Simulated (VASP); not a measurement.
# CO2 (P2_1/c) in VASP: a series of runs

CO2 is run at these levels: PBE; tasks: single point.

Everything below comes from runs of VASP 6.6.1. Logs are shortened: lines on timing, memory, paths and dates and some standing lists are left out, and cuts for length are marked.

## 1. The cell of the first run

It takes space group P2_1/c (No. 14, monoclinic). The conventional cell has a = 6.096 Å, b = 6.058 Å, c = 6.036 Å, α = 90.00°, β = 102.90°, γ = 90.00°. C (site symmetry -1) has 2 O at 1.08 Å within 1.5 Å. C (site symmetry -1) has 2 O at 1.25 Å within 1.7 Å. Within 1.5 Å of O (site symmetry 1) lie 1 C at 1.08 Å. O (site symmetry 1) has 1 C at 1.25 Å within 1.7 Å.

## 2. Single point, PBE (engineering shear strain xz -0.2250, normal strain along z -0.0100)

INCAR

```
SYSTEM = CO2
ALGO = Normal
EDIFF = 1E-6
ENCUT = 520
GGA = PE
ISIF = 2
ISMEAR = 0
LASPH = .TRUE.
LCHARG = .FALSE.
LREAL = .FALSE.
LWAVE = .FALSE.
NBANDS = 44
NELM = 100
PREC = Accurate
SIGMA = 0.05
```

KPOINTS

```
k-points
0
G
  4 4 4
  0 0 0
```

POSCAR

```
CO2
1.0
    6.0577362522      0.0000000000     -0.6814953284
    0.0000000000      6.0577362522      0.0000000000
   -0.6814953284      0.0000000000      5.9971588897
C O
4 8
Direct
    0.0000000000      0.0000000000      0.0000000000
    0.5000000000      0.0000000000      0.5000000000
    0.5000000000      0.5000000000      0.0000000000
    0.0000000000      0.5000000000      0.5000000000
    0.1114834447      0.1114834447      0.1114834447
    0.3885165553      0.8885165553      0.6114834447
    0.6114834447      0.3885165553      0.8885165553
    0.8885165553      0.6114834447      0.3885165553
    0.8885165553      0.8885165553      0.8885165553
    0.6114834447      0.1114834447      0.3885165553
    0.3885165553      0.6114834447      0.1114834447
    0.1114834447      0.3885165553      0.6114834447
```

Potentials or basis: VASP PAW PBE potentials, release 64 (C, O).

Command:

```sh
> cat potpaw_PBE.64/C/POTCAR potpaw_PBE.64/O/POTCAR > POTCAR
> mpirun -np 1 vasp_std > vasp.out
```

OUTCAR:

```text
SYSTEM = CO2
   EDIFF = 1E-6
   ENCUT = 520
   GGA = PE
   ISIF = 2
   ISMEAR = 0
   LASPH = .TRUE.
   LREAL = .FALSE.
   NELM = 100
   PREC = Accurate

 ion  position               nearest neighbor table
   1  0.000  0.000  0.000-   5 1.08   9 1.08
   2  0.500  0.000  0.500-   6 1.25  10 1.25
   3  0.500  0.500  0.000-   7 1.25  11 1.25
   4  0.000  0.500  0.500-   8 1.08  12 1.08
   5  0.111  0.111  0.111-   1 1.08
   6  0.389  0.889  0.611-   2 1.25
   7  0.611  0.389  0.889-   3 1.25
   8  0.889  0.611  0.389-   4 1.08
   9  0.889  0.889  0.889-   1 1.08
  10  0.611  0.111  0.389-   2 1.25
  11  0.389  0.611  0.111-   3 1.25
  12  0.111  0.389  0.611-   4 1.08

  LATTYP: Found a simple monoclinic cell.
 ALAT       =     6.0357560115
 B/A-ratio  =     1.0036416715
 C/A-ratio  =     1.0099728721
 COS(beta)  =    -0.2232817669

  Lattice vectors:

 A1 = (  -0.6814953284,   0.0000000000,   5.9971588897)
 A2 = (   0.0000000000,  -6.0577362522,   0.0000000000)
 A3 = (   6.0577362522,   0.0000000000,  -0.6814953284)

Analysis of symmetry for initial positions (statically):
=====================================================================
 Subroutine PRICEL returns:
 Original cell was already a primitive cell.

 Routine SETGRP: Setting up the symmetry group for a
 simple monoclinic supercell.

 Subroutine GETGRP returns: Found  4 space group operations
 (whereof  2 operations were pure point group operations)
 out of a pool of  4 trial point group operations.

The static configuration has the point symmetry S_2 .
 The point group associated with its full space group is C_2h.

Analysis of symmetry for dynamics (positions and initial velocities):
=====================================================================
 Subroutine PRICEL returns:
 Original cell was already a primitive cell.

 Routine SETGRP: Setting up the symmetry group for a
 simple monoclinic supercell.

 Subroutine GETGRP returns: Found  4 space group operations
 (whereof  2 operations were pure point group operations)
 out of a pool of  4 trial point group operations.

The dynamic configuration has the point symmetry S_2 .
 The point group associated with its full space group is C_2h.

 Subroutine INISYM returns: Found  4 space group operations
 (whereof  2 operations are pure point group operations),
 and found     1 'primitive' translations

----------------------------------------------------------------------------------------

                                     Primitive cell

  volume of cell :     217.2593

  direct lattice vectors                    reciprocal lattice vectors
     6.057736252  0.000000000 -0.681495328     0.167215870  0.000000000  0.019001803
     0.000000000  6.057736252  0.000000000     0.000000000  0.165078168  0.000000000
    -0.681495328  0.000000000  5.997158890     0.019001803  0.000000000  0.168904920

  length of vectors
     6.095949834  6.057736252  6.035756012     0.168292055  0.165078168  0.169970410

  position of ions in fractional coordinates (direct lattice)
     0.000000000  0.000000000  0.000000000
     0.500000000  0.000000000  0.500000000
     0.500000000  0.500000000  0.000000000
     0.000000000  0.500000000  0.500000000
     0.111483445  0.111483445  0.111483445
     0.388516555  0.888516555  0.611483445
     0.611483445  0.388516555  0.888516555
     0.888516555  0.611483445  0.388516555
     0.888516555  0.888516555  0.888516555
     0.611483445  0.111483445  0.388516555
     0.388516555  0.611483445  0.111483445
     0.111483445  0.388516555  0.611483445

  ion indices of the primitive-cell ions
   primitive index   ion index
                 1           1
                 2           2
                 3           3
                 4           4
                 5           5
                 6           6
                 7           7
                 8           8
                 9           9
                10          10
                11          11
                12          12

[... 49 lines left out ...]
   GGA     = PE    functional components
   LHFCALC =     F    Hartree Fock is set to
   AEXX    =    0.0000 exact exchange contribution
   IVDW    =     0    specifies the selected vdW correction
   LEPSILON=     F    determine dielectric tensor
   LRPA    =     F    only Hartree local field effects (RPA)
 non-spin polarized calculation
 Gauss-broadening in eV      SIGMA  =   0.05
  energy-cutoff  :      520.00
  volume of cell :      217.26
 maximum number of plane-waves:      5868
 NGX is ok and might be reduce to    48
   NGX = 23   NGY = 23   NGZ = 23

 number of electron      64.0000011 magnetization

 Free energy of the ion-electron system (eV)
  ---------------------------------------------------
  ext. energy  EPLUGINS =         0.00000000
  ---------------------------------------------------
  free energy    TOTEN  =       -88.77567513 eV

  energy without entropy =      -88.77567513  energy(sigma->0) =      -88.77567513

 E-fermi :  -4.3237     XC(G=0):  -6.9485

 val. band max:       -4.6282341556   @ k =   0.0000   0.0000   0.0000
 cond. band min:       1.7262508435   @ k =   0.0000   0.0000   0.0000
 fundamental gap:      6.3544849991
 Fermi energy:        -4.3237213733

 k-point     1 :       0.0000    0.0000    0.0000
  band No.  band energies     occupation
      1     -26.2160      2.00000
      2     -26.1851      2.00000
      3     -25.2716      2.00000
      4     -25.2600      2.00000
      5     -24.0074      2.00000
      6     -23.9434      2.00000
[... 36 lines left out ...]
     43       5.5677      0.00000
     44       6.0262      0.00000

 k-point     2 :       0.2500    0.0000    0.0000
  band No.  band energies     occupation
      1     -26.2157      2.00000
      2     -26.1851      2.00000
      3     -25.2724      2.00000
      4     -25.2602      2.00000
      5     -24.0076      2.00000
      6     -23.9431      2.00000
[... 1026 lines left out ...]
 k-point    24 :       0.5000    0.0000    0.5000
  band No.  band energies     occupation
      1     -26.2003      2.00000
      2     -26.2003      2.00000
      3     -25.2659      2.00000
      4     -25.2659      2.00000
      5     -23.9758      2.00000
      6     -23.9758      2.00000
[... 36 lines left out ...]
     43       5.5766      0.00000
     44       5.5766      0.00000

 [... further k-points ...]
[... 5 lines left out ...]
  --------------------------------------------------------------------------------------
  -------------------------------------------------------------------------------------
  Total        7.4071137     13.9296177      6.9045494      0.0000000      0.0000000     29.7505468
  in kB       54.6237071    102.7238665     50.9175500      0.0000000      0.0000000    219.3951952
  external PRESSURE =      69.4217079 kB  Pullay stress =       0.0000000 kB

 VOLUME and BASIS-vectors are now :
 -----------------------------------------------------------------------------
  energy-cutoff  :      520.00
  volume of cell :      217.26
      direct lattice vectors                 reciprocal lattice vectors
     6.057736252  0.000000000 -0.681495328     0.167215870  0.000000000  0.019001803
     0.000000000  6.057736252  0.000000000     0.000000000  0.165078168  0.000000000
    -0.681495328  0.000000000  5.997158890     0.019001803  0.000000000  0.168904920

 POSITION                                       TOTAL-FORCE (eV/Angst)
 -----------------------------------------------------------------------------------
      0.00000      0.00000      0.00000        -0.000000      0.000000      0.000000
      2.68812      0.00000      2.65783        -0.000000      0.000000      0.000000
      3.02887      3.02887     -0.34075        -0.000000      0.000000      0.000000
     -0.34075      3.02887      2.99858        -0.000000      0.000000      0.000000
      0.59936      0.67534      0.59261         7.571409      8.577140      7.540578
      1.93681      5.38240      3.40239         3.659653      3.319886     -3.706903
      3.09869      2.35353      4.91185        -3.659653      3.319886      3.706903
      5.11763      3.70421      1.72448        -7.571409      8.577140     -7.540578
      4.77688      5.38240      4.72306        -7.571409     -8.577140     -7.540578
      3.43943      0.67534      1.91327        -3.659653     -3.319886      3.706903
      2.27756      3.70421      0.40381         3.659653     -3.319886     -3.706903
      0.25861      2.35353      3.59119         7.571409     -8.577140      7.540578
 -----------------------------------------------------------------------------------
    total drift:                               -0.000000      0.000000      0.000000

  FREE ENERGIE OF THE ION-ELECTRON SYSTEM (eV)
  ---------------------------------------------------
  free  energy   TOTEN  =       -88.7756751261 eV

  energy  without entropy=      -88.7756751261  energy(sigma->0) =      -88.77567513
```

Wall time 5.3 min (1 thread of Oxide Virtual Turin-like, shared host); peak memory 0.4 GiB.

What came out:

* Free energy: -88.7757 eV
* Pressure: 6.9 GPa
* Largest force: 13.702 eV/Å
* Band gap on the k mesh: 6.35 eV, direct

Forces on the atoms (eV/Å):
```
C    0.000  0.000  0.000
C    0.000  0.000  0.000
C    0.000  0.000  0.000
C    0.000  0.000  0.000
O    7.571  8.577  7.541
O    3.660  3.320 -3.707
O   -3.660  3.320  3.707
O   -7.571  8.577 -7.541
O   -7.571 -8.577 -7.541
O   -3.660 -3.320  3.707
O    3.660 -3.320 -3.707
O    7.571 -8.577  7.541
```

Levels at points of the mesh, in eV from the valence-band top:
```csv
k point,band 29,band 30,band 31,band 32,band 33,band 34,band 35,band 36
"(0.00, 0.00, 0.00)",-0.28,-0.08,-0.03,0.00,6.35,6.86,6.95,7.17
"(0.50, 0.00, 0.00)",-0.28,-0.17,-0.13,-0.01,6.83,6.99,7.13,7.20
"(0.00, 0.50, 0.00)",-0.16,-0.16,-0.07,-0.07,6.99,6.99,7.06,7.06
"(0.50, 0.50, 0.00)",-0.17,-0.17,-0.12,-0.12,6.99,6.99,7.04,7.04
"(0.00, 0.00, 0.50)",-0.17,-0.17,-0.09,-0.09,7.01,7.01,7.06,7.06
"(0.50, 0.00, 0.50)",-0.15,-0.15,-0.09,-0.09,6.99,6.99,7.01,7.01
"(0.00, 0.50, 0.50)",-0.18,-0.18,-0.13,-0.13,6.85,6.85,7.27,7.27
"(0.50, 0.50, 0.50)",-0.16,-0.16,-0.09,-0.09,6.86,6.86,7.24,7.24
```

Caveat: the cell differs from its parent crystal (engineering shear strain xz -0.2250, normal strain along z -0.0100); forces of over 1 eV/Å act on the atoms, so gaps and moduli don't describe the material at rest. A k mesh can miss the band edges.

(Continued in part 2 of 2.)
